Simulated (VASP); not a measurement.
# NaRuS3 in VASP: notebook, part 3 of 3

VASP 6.6.1.

### Step 6. Relaxation of cell and atoms, PBE

File INCAR:

```
SYSTEM = NaRuS3
PREC = Accurate ; ENCUT = 600
EDIFF = 1E-6 ; ISMEAR = 0
SIGMA = 0.1 ; LREAL = .False.
LASPH = .True. ; NELM = 60
ALGO = Normal ; ISIF = 3
LWAVE = .False. ; LCHARG = .False.
GGA = PE ; IBRION = 2
NSW = 100 ; EDIFFG = -0.01
```

File KPOINTS:

```
regular mesh
0
Gamma
  8 8 8
  0 0 0
```

File POSCAR:

```
NaRuS3
1.0
    4.6843680110      0.0000000000      0.0000000000
    0.0000000000      4.6843680110      0.0000000000
    0.0000000000      0.0000000000      4.6843680110
Na Ru S
1 1 3
Direct
    0.0000000000      0.0000000000      0.0000000000
    0.5000000000      0.5000000000      0.5000000000
    0.5000000000      0.5000000000      0.0000000000
    0.5000000000      0.0000000000      0.5000000000
    0.0000000000      0.5000000000      0.5000000000
```

Potentials or basis: VASP PAW PBE potentials, release 64 (Na_pv, Ru_pv, S).

Started as:

```console
$ cat potpaw_PBE.64/Na_pv/POTCAR potpaw_PBE.64/Ru_pv/POTCAR potpaw_PBE.64/S/POTCAR > POTCAR
$ mpirun -np 1 vasp_std > vasp.out
```

OUTCAR:

```text
SYSTEM = NaRuS3
   PREC = Accurate
   ENCUT = 600
   EDIFF = 1E-6
   ISMEAR = 0
   LREAL = .False.
   LASPH = .True.
   NELM = 60
   ISIF = 3
   GGA = PE
   IBRION = 2
   NSW = 100
   EDIFFG = -0.01

 ion  position               nearest neighbor table
   1  0.000  0.000  0.000-
   2  0.500  0.500  0.500-   3 2.34   4 2.34   5 2.34   3 2.34   4 2.34   5 2.34
   3  0.500  0.500  0.000-   2 2.34   2 2.34
   4  0.500  0.000  0.500-   2 2.34   2 2.34
   5  0.000  0.500  0.500-   2 2.34   2 2.34

  LATTYP: Found a simple cubic cell.
 ALAT       =     4.6843680110

  Lattice vectors:

 A1 = (   4.6843680110,   0.0000000000,   0.0000000000)
 A2 = (   0.0000000000,   4.6843680110,   0.0000000000)
 A3 = (   0.0000000000,   0.0000000000,   4.6843680110)

Analysis of symmetry for initial positions (statically):
[... 264 lines left out ...]
  ---------------------------------------------------
  free energy    TOTEN  =       -23.01469304 eV

  energy without entropy =      -22.96912071  energy(sigma->0) =      -22.99190688

 E-fermi :   4.0656     XC(G=0):  -9.4587

 val. band max:        4.0641529884   @ k =   0.3750   0.2500   0.0000
 cond. band min:       4.0781561333   @ k =   0.5000   0.5000   0.0000
 fundamental gap:      0.0140031449
 Fermi energy:         4.0655774976

 k-point     1 :       0.0000    0.0000    0.0000
  band No.  band energies     occupation
      1     -39.2667      2.00000
      2     -39.2667      2.00000
      3     -39.2667      2.00000
      4     -19.5601      2.00000
      5     -19.5601      2.00000
      6     -19.5601      2.00000
[... 613 lines left out ...]
     22       5.2471      0.00000
     23       8.8301      0.00000

 [... further k-points ...]

------------------------ aborting loop because EDIFF is reached ----------------------------------------

  FORCE on cell =-STRESS in cart. coord.  units (eV):
  Direction    XX          YY          ZZ          XY          YZ          ZX
  --------------------------------------------------------------------------------------
  -------------------------------------------------------------------------------------
  Total        0.0044948      0.0044948      0.0044948     -0.0000000     -0.0000000      0.0000000
  in kB        0.0697074      0.0697074      0.0697074     -0.0000000     -0.0000000      0.0000000
  external PRESSURE =       0.0697074 kB  Pullay stress =       0.0000000 kB
[... 20 lines left out ...]
  FREE ENERGIE OF THE ION-ELECTRON SYSTEM (eV)
  ---------------------------------------------------
  free  energy   TOTEN  =       -23.0146930407 eV

  energy  without entropy=      -22.9691207096  energy(sigma->0) =      -22.99190688

 reached required accuracy - stopping structural energy minimisation
```

CONTCAR:

```text
NaRuS3
   1.00000000000000
     4.6922567553288816   -0.0000000000000000    0.0000000000000000
    -0.0000000000000000    4.6922567553288816   -0.0000000000000000
    -0.0000000000000000   -0.0000000000000000    4.6922567553288816
  Na              Ru              S
     1     1     3
Direct
     0.0000000000000000    0.0000000000000000    0.0000000000000000
     0.5000000000000000    0.5000000000000000    0.5000000000000000
     0.5000000000000000    0.5000000000000000    0.0000000000000000
     0.5000000000000000    0.0000000000000000    0.5000000000000000
     0.0000000000000000    0.5000000000000000    0.5000000000000000

  0.00000000E+00  0.00000000E+00  0.00000000E+00
  0.00000000E+00  0.00000000E+00  0.00000000E+00
  0.00000000E+00  0.00000000E+00  0.00000000E+00
  0.00000000E+00  0.00000000E+00  0.00000000E+00
  0.00000000E+00  0.00000000E+00  0.00000000E+00
```

Run time: 1.9 min. Hardware: 1 thread of Intel Xeon 6975P-C (Granite Rapids), shared host; peak memory 0.31 GiB.

Results:

- Free energy: -23.0147 eV
- Relaxed volume: 20.66 Å³/atom
- Relaxed cell: a = 4.692 Å, b = 4.692 Å, c = 4.692 Å, α = 90.00°, β = 90.00°, γ = 90.00°
- Space group after relaxing (to 0.1 Å): Pm-3m (No. 221)
- Energy gained by relaxing: 0.1 meV/atom
- Ionic steps: 3
- Pressure after relaxing: 0.0 GPa

The path:
| step | energy change (eV) | largest force (eV/Å) | pressure (GPa) | volume (Å³) |
| --- | --- | --- | --- | --- |
| 1 | 0.0000 | 0.0000 | 0.39 | 102.79 |
| 2 | -0.0005 | 0.0000 | -0.22 | 103.54 |
| 3 | -0.0006 | 0.0000 | 0.01 | 103.31 |

Final structure:
```
CELL_PARAMETERS angstrom
4.69226 0.00000 0.00000
0.00000 4.69226 0.00000
0.00000 0.00000 4.69226
ATOMIC_POSITIONS crystal
Na 0.00000 0.00000 0.00000
Ru 0.50000 0.50000 0.50000
S 0.50000 0.50000 0.00000
S 0.50000 0.00000 0.50000
S 0.00000 0.50000 0.50000
```

Levels at points of the mesh, in eV from the Fermi level:
```
           k point  band 17  band 18  band 19  band 20  band 21  band 22
(0.00, 0.00, 0.00)    -1.15    -1.15    -0.85    -0.85    -0.48    -0.48
(0.50, 0.00, 0.00)    -1.68    -0.83    -0.69    -0.69     0.41     0.41
(0.50, 0.50, 0.00)    -2.09     0.01     0.25     0.28     0.44     0.44
(0.50, 0.50, 0.50)     0.13     0.13     0.31     0.31     0.31     2.99
```

Caveat: the highest band is partly filled, so the run has too few bands.

### Step 7. The runs side by side

```csv
task,cell,k mesh,cutoff (eV),gap on the mesh (eV),pressure (GPa),relaxed volume (Å³/atom)
single point,"a = 4.682, b = 4.682, c = 4.689 Å, 5 atoms, atomic positions A",4 × 4 × 4,520,none,-0.1,-
single point,"a = 4.695 Å, 5 atoms, atomic positions A",8 × 8 × 8,520,none,-0.1,-
relaxation of cell and atoms,"relaxed from a = 4.362, b = 4.362, c = 4.381 Å, 5 atoms, atomic positions A",4 × 4 × 4,600,-,-0.2,20.55
relaxation of cell and atoms,"relaxed from a = 4.348, b = 4.348, c = 4.402 Å, 5 atoms, atomic positions B",4 × 4 × 4,600,none,0.1,21.79
relaxation of cell and atoms,"relaxed from a = 4.684 Å, 5 atoms, atomic positions A",8 × 8 × 8,600,-,0.0,20.66
```

Alike in all rows: level PBE; potentials or basis VASP PAW PBE potentials, release 64 (Na_pv, Ru_pv, S); no spin polarisation; smearing gaussian 0.1 eV.

Caveats: some runs use coarse meshes; the volume moved by over 15 % at a fixed basis, so the end points are rough (at least some runs); the highest band is partly filled, so the run has too few bands (at least some runs).

Absolute energies hang on the potentials; compare differences alone.

The gap in the log of VASP goes by the Fermi energy; the results here count the filled bands.